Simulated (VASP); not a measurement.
Here is a VASP 6.6.1 calculation.

The input INCAR:

```
SYSTEM = Cd
PREC = Accurate
ENCUT = 520
EDIFF = 1E-6
ISMEAR = -1
SIGMA = 0.1
LREAL = .False.
LASPH = .True.
NELM = 150
ALGO = Normal
ISIF = 2
LWAVE = .False.
LCHARG = .True.
MAGMOM = 0 0 0 0 0 0
LORBIT = 11
LSORBIT = .True.
GGA_COMPAT = .False.
LORBMOM = .True.
GGA = PE
LVHAR = .True.
NBANDS = 36
```

KPOINTS

```
Automatic mesh
0
Gamma
  10 10 5
  0 0 0
```

POSCAR

```
Cd
1.0
    2.9788700000      0.0000000000      0.0000000000
   -1.4894350000      2.5797770946      0.0000000000
    0.0000000000      0.0000000000      5.6176500000
Cd
2
Direct
    0.6666666667      0.3333333333      0.7500000000
    0.3333333333      0.6666666667      0.2500000000
```

Potentials or basis: VASP PAW PBE potentials, release 64 (Cd).

Command:

```sh
$ cat potpaw_PBE.64/Cd/POTCAR > POTCAR
$ mpirun -np 1 vasp_ncl > vasp.out
```

(1) What does it give for the pressure?

(2) What does it give for the net moment?

Answers

(1) 3.1 GPa.

(2) 0.00 μB per cell.
